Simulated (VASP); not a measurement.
Input of a VASP 6.6.1 run:

Contents of INCAR:

```
SYSTEM = Zr
ALGO = Normal ; DIPOL = 0.5 0.5 0.500
EDIFF = 1E-7 ; EDIFFG = -0.03
ENCUT = 450 ; GGA = PE
GGA_COMPAT = .FALSE. ; IBRION = 2
IDIPOL = 3 ; ISIF = 2
ISMEAR = 0 ; KPAR = 4
LASPH = .TRUE. ; LCHARG = .FALSE.
LDIPOL = .TRUE. ; LREAL = .FALSE.
LWAVE = .FALSE. ; NELM = 120
NELMDL = -8 ; NELMIN = 4
NSW = 90 ; PREC = Accurate
SIGMA = 0.1
```

File KPOINTS:

```
k-points
0
G
  4 4 1
  0 0 0
```

File POSCAR:

```
Zr
1.0
    6.4672522316      0.0000000000      0.0000000000
   -3.2336261158      5.6008047253      0.0000000000
    0.0000000000      0.0000000000     23.7512408194
Zr
16
Selective dynamics
Direct
    0.3333333333      0.1666666667      0.3368245079  F F F
    0.3333333333      0.6666666667      0.3368245079  F F F
    0.8333333333      0.1666666667      0.3368245079  F F F
    0.8333333333      0.6666666667      0.3368245079  F F F
    0.1666666667      0.3333333333      0.4456081693  F F F
    0.1666666667      0.8333333333      0.4456081693  F F F
    0.6666666667      0.3333333333      0.4456081693  F F F
    0.6666666667      0.8333333333      0.4456081693  F F F
    0.3333333333      0.1666666667      0.5543918307  T T T
    0.3333333333      0.6666666667      0.5543918307  T T T
    0.8333333333      0.1666666667      0.5543918307  T T T
    0.8333333333      0.6666666667      0.5543918307  T T T
    0.1666666667      0.3333333333      0.6631754921  T T T
    0.1666666667      0.8333333333      0.6631754921  T T T
    0.6666666667      0.3333333333      0.6631754921  T T T
    0.6666666667      0.8333333333      0.6631754921  T T T
```

Potentials or basis: VASP PAW PBE potentials, release 64 (Zr_sv).

Run with:

```sh
$ cat potpaw_PBE.64/Zr_sv/POTCAR > POTCAR
$ mpirun -np 4 vasp_std > vasp.out
```

Problem. Estimate the band gap on the k mesh.

Solution. Zero (bands 96 and 97 overlap by 0.84 eV).

Problem. What does it give for the energy gained by relaxing?

Solution. 11.8 meV/atom.

Step by step:
```tsv
step	energy change (eV)	largest force on free atoms (eV/Å)	pressure (GPa)
1	0.0000	0.6497	-1.58
2	-0.1073	0.4536	-1.47
3	-0.1895	0.0084	-1.22
```
